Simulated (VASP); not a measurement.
Input of a VASP 6.6.1 run:

The input INCAR:

```
SYSTEM = MgO
PREC = Accurate ; ENCUT = 520
EDIFF = 1E-7 ; ISMEAR = 0
SIGMA = 0.01 ; LREAL = .False.
LASPH = .True. ; NELM = 100
ALGO = Normal ; ISIF = 2
LWAVE = .False. ; LCHARG = .True.
GGA = PE ; LELF = .True.
LVHAR = .True. ; NBANDS = 16
```

File KPOINTS:

```
Automatic mesh
0
Gamma
  6 6 4
  0 0 0
```

Contents of POSCAR:

```
MgO
1.0
    3.4840780556      0.0000000000      0.0000000000
   -1.7420390278      3.0173001049      0.0000000000
    0.0000000000      0.0000000000      4.1853174871
Mg O
2 2
Direct
    0.6666666667      0.3333333333      0.7500000000
    0.3333333333      0.6666666667      0.2500000000
    0.6666666667      0.3333333333      0.2500000000
    0.3333333333      0.6666666667      0.7500000000
```

Potentials or basis: VASP PAW PBE potentials, release 64 (Mg, O).

Launch:

```sh
$ cat potpaw_PBE.64/Mg/POTCAR potpaw_PBE.64/O/POTCAR > POTCAR
$ mpirun -np 1 vasp_std > vasp.out
```

What does it give for the pressure?

4.0 GPa.

Predict the band gap on the k mesh.

3.43 eV, direct.

Stress tensor (GPa, compression positive):
```
3.82 0.00 0.00
0.00 3.82 0.00
0.00 0.00 4.29
```
